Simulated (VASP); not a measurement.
Runs of VASP 6.6.1 on WSe2. The structure is that of space group P-6m2 (No. 187), or close to it. The cells are those of the table. 

| level | spin | cell | k mesh | cutoff (eV) | smearing | gap on the mesh (eV) | largest force (eV/Å) |
| --- | --- | --- | --- | --- | --- | --- | --- |
| PBE+D3(BJ) | off | a = 3.285, b = 3.285, c = 32.738 Å, angles 90.0, 90.0, 120.0°, 3 atoms | 9 × 9 × 1 | 520 | gaussian 0.02 eV | 1.67 | 0.05 |
| PBE+D3(BJ) | off | a = 3.279, b = 3.279, c = 32.738 Å, angles 90.0, 90.0, 120.0°, 3 atoms | 9 × 9 × 1 | 520 | gaussian 0.02 eV | (a) | 0.10 |
| PBE | off | a = 3.285, b = 3.285, c = 32.738 Å, angles 90.0, 90.0, 120.0°, 3 atoms | 9 × 9 × 1 | 400 | gaussian 0.02 eV | 1.67 | 0.16 |
| r2SCAN | off | a = 3.285, b = 3.285, c = 32.738 Å, angles 90.0, 90.0, 120.0°, 3 atoms | 9 × 9 × 1 | 440 | gaussian 0.02 eV | 1.79 | 0.20 |
| PBE+D3(BJ) | off | a = 3.279, b = 3.279, c = 32.738 Å, angles 90.0, 90.0, 120.0°, 3 atoms | 6 × 6 × 1 | 520 | gaussian 0.1 eV | 1.65 | 0.10 |
| PBE | off | a = 3.320, b = 3.320, c = 32.738 Å, angles 90.0, 90.0, 120.0°, 3 atoms | 9 × 9 × 1 | 400 | gaussian 0.02 eV | 1.55 | 0.04 |
| PBE+D3(BJ) | off | a = 3.285, b = 3.285, c = 32.738 Å, angles 90.0, 90.0, 120.0°, 3 atoms | 9 × 9 × 1 | 400 | gaussian 0.02 eV | 1.67 | 0.05 |
| PBE+D3(BJ) | non-collinear, zero start, SOC | a = 3.285, b = 3.285, c = 32.738 Å, angles 90.0, 90.0, 120.0°, 3 atoms | 9 × 9 × 1 | 400 | gaussian 0.02 eV | - | (b) |

Alike in all rows: task single point; potentials or basis VASP PAW PBE potentials, release 64 (Se, W_sv).

Question: Fill in the values left out.

Answer: (a) 1.69; (b) 0.08.

Caveats: spin-orbit coupling is left out, which moves the levels of the heavy elements (some runs); the PAW data sets were made with another functional, which shifts forces and pressure a little (some runs).

A k mesh can miss the band edges, and rows without SOC leave out spin-orbit coupling on Se, W.
